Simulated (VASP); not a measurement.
Here is a VASP 6.6.1 calculation.

Contents of INCAR:

```
SYSTEM = Si
PREC = Accurate
ENCUT = 520
EDIFF = 1E-7
ISMEAR = 0
SIGMA = 0.1
LREAL = .False.
LASPH = .True.
NELM = 100
ALGO = Normal
ISIF = 2
LWAVE = .False.
LCHARG = .False.
GGA = PE
NBANDS = 13
```

File KPOINTS:

```
regular mesh
0
Gamma
  6 6 6
  0 0 0
```

Contents of POSCAR:

```
Si
1.0
   -2.4192317929      2.4192317929      2.4192317929
    2.4192317929     -2.4192317929      2.4192317929
    2.4192317929      2.4192317929     -2.4192317929
Si
3
Direct
    0.0000000000      0.5000000000      0.5000000000
    0.5000000000      0.0000000000      0.5000000000
    0.5000000000      0.5000000000      0.0000000000
```

Potentials or basis: VASP PAW PBE potentials, release 64 (Si).

Command:

```bash
$ cat potpaw_PBE.64/Si/POTCAR > POTCAR
$ mpirun -np 1 vasp_std > vasp.out
```

Task: What does it give for the band gap on the k mesh?

Result: Zero (band 6 reaches 7.62 eV, above the bottom of band 7 at 6.43 eV).

Task: What does it give for the pressure?

Result: -0.1 GPa.
